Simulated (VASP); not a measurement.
Wanted: the native input for a VASP 6.6.1 run.

```yaml
Task: single point
Functional: PBE
Potentials_or_basis: VASP PAW PBE potentials, release 64 (Al, As)
Cutoff: 500 eV
k_mesh: 8 × 8 × 8
Occupations: fermi-dirac, width 0.02 eV
Spin: no spin polarisation
Dipole_correction: no
Further_INCAR_settings: ALGO = Normal; EDIFF = 1e-06; NBANDS = 11
```

The structure of AlAs lies in POSCAR:

```
AlAs
1.0
    0.0000000000      2.8389245968      2.8389245968
    2.8389245968      0.0000000000      2.8389245968
    2.8389245968      2.8389245968      0.0000000000
Al As
1 1
Direct
    0.0000000000      0.0000000000      0.0000000000
    0.2500000000      0.2500000000      0.2500000000
```

These files were run (other wordings do the same):

INCAR

```
PREC = Accurate ; ENCUT = 500
EDIFF = 1E-6 ; ISMEAR = -1
SIGMA = 0.02 ; LREAL = False
LASPH = True ; NELM = 120
ALGO = Normal ; ISIF = 2
LWAVE = False ; LCHARG = False
GGA = PE ; NBANDS = 11
GGA_COMPAT = False
```

KPOINTS

```
regular mesh
0
Gamma
  8 8 8
```

Potentials or basis: VASP PAW PBE potentials, release 64 (Al, As).

Run with:

```bash
$ cat potpaw_PBE.64/Al/POTCAR potpaw_PBE.64/As/POTCAR > POTCAR
$ mpirun -np 1 vasp_std > vasp.out
```

Results of the run:

```json
{
 "Pressure": "2.1 GPa",
 "Band gap on the k mesh": "1.45 eV, indirect (least direct gap 1.99 eV)"
}
```

Wall time 7.3 s on 1 thread of Intel(R) Xeon(R) 6975P-C (Granite Rapids), on a shared host, peak memory 0.16 GiB.
